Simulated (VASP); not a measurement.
SrVO3:

```
CELL_PARAMETERS angstrom
3.84090 0.00000 0.00000
0.00000 3.84090 0.00000
0.00000 0.00000 3.84090
ATOMIC_POSITIONS crystal
Sr 0.50000 0.50000 0.50000
V 0.00000 0.00000 0.00000
O 0.00000 0.00000 0.50000
O 0.00000 0.50000 0.00000
O 0.50000 0.00000 0.00000
```

| Item | Value |
| --- | --- |
| Program | VASP 6.6.1 |
| Task | relaxation of cell and atoms |
| Functional | PBEsol |
| Potentials or basis | VASP PAW PBE potentials, release 64 (Sr_sv, V_sv, O) |
| Cutoff | 600 eV |
| k mesh | 7 × 7 × 7 |
| Occupations | fermi-dirac, width 0.05 eV |
| Spin | collinear spin, ferromagnetic start |
| Starting moments | [0.0, 2.0, 0.0, 0.0, 0.0] μB |

At the start: pressure -4.1 GPa; volume 11.33 Å³/atom.

**Question.** Where does the relaxation end?

**Answer.** Over 3 steps the energy falls by 3.2 meV/atom and the volume is 11.09 Å³/atom (-2.1 %); space group Pm-3m (No. 221, to 0.1 Å) before and after; moment 0.00 μB per cell.

The path:
```
step  energy change (eV)  largest force (eV/Å)  pressure (GPa)  volume (Å³)
   1              0.0000                0.0000           -4.07        56.66
   2             -0.0013                0.0000            4.26        54.33
   3             -0.0158                0.0000            0.00        55.45
```

Final structure:
```yaml
crystal:
  lattice:
    - [3.81334, 0.00000, 0.00000]
    - [0.00000, 3.81334, 0.00000]
    - [0.00000, 0.00000, 3.81334]
  atoms:
    - { symbol: Sr, position: [0.50000, 0.50000, 0.50000] }
    - { symbol: V, position: [0.00000, 0.00000, 0.00000] }
    - { symbol: O, position: [0.00000, 0.00000, 0.50000] }
    - { symbol: O, position: [0.00000, 0.50000, 0.00000] }
    - { symbol: O, position: [0.50000, 0.00000, 0.00000] }
```

Caveat: the PAW data sets were made with another functional, which shifts forces and pressure a little.
